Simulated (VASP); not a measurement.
Runs of VASP 6.6.1 on Fe3Ge. Symmetry: Pm-3m, No. 221, cubic system. The conventional cell has a = 3.661 Å, b = 3.661 Å, c = 3.661 Å, α = 90.00°, β = 90.00°, γ = 90.00°. Within 3.4 Å of Fe (site symmetry 4/mmm) lie 8 Fe at 2.59 Å and 4 Ge at 2.59 Å. Ge (site symmetry m-3m) has 12 Fe at 2.59 Å within 3.4 Å. 

| spin | fixed moment (μB) | cutoff (eV) | gap on the mesh (eV) | pressure (GPa) | moment (μB) |
| --- | --- | --- | --- | --- | --- |
| collinear, ferromagnetic start | 9.38 | 520 | - | 8.4 | 9.38 |
| collinear, ferromagnetic start | - | 600 | none | -11.2 | 6.46 |
| off | - | 600 | none | (a) | - |
| collinear, ferromagnetic start | 11.25 | 520 | - | (b) | 11.25 |

Alike in all rows: task single point; level PBEsol; potentials or basis VASP PAW PBE potentials, release 64 (Fe, Ge_d); cell as given; k mesh 12 × 12 × 12; smearing gaussian 0.1 eV.

Problem. Fill in the values left out.

Solution. (a) -24.5; (b) 26.1.

Caveats: the PAW data sets were made with another functional, which shifts forces and pressure a little; the cell stands under pressure (at least some runs); the total moment is fixed, so each spin has its own Fermi level and the state may be an excited one (at least some runs); the cell stands under tension (at least some runs).

A k mesh can miss the band edges, and the runs leave out spin-orbit coupling on Ge.

A gap of «none» marks levels without a gap at the run's occupations.
